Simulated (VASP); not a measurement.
Crystal: SiC.

```
Si C
1.0
     0.00000    2.17805    2.17805
     2.17805    0.00000    2.17805
     2.17805    2.17805    0.00000
Si C
1 1
Direct
  0.00000 0.00000 0.00000
  0.25000 0.25000 0.25000
```

Base run:

| Quantity | Value |
| --- | --- |
| Program | VASP 6.6.1 |
| Functional | LDA |
| Potentials or basis | VASP PAW LDA potentials, release 64 (Si, C) |
| Cutoff | 600 eV |
| k mesh | 8 × 8 × 8 |
| Occupations | gaussian, width 0.01 eV |
| Spin | no spin polarisation |

Its results: band gap on the k mesh 1.30 eV (least direct gap 4.50 eV); pressure -3.9 GPa.

**Question.** The run is repeated on the same cell with these changes: k mesh from 8 × 8 × 8 to 4 × 4 × 4. What comes out?

**Answer.** Band gap on the k mesh 1.25 eV (least direct gap 4.46 eV); pressure -3.5 GPa.

Caveats: some runs use coarse meshes; the cell stands under tension (at least some runs).

A k mesh can miss the band edges.
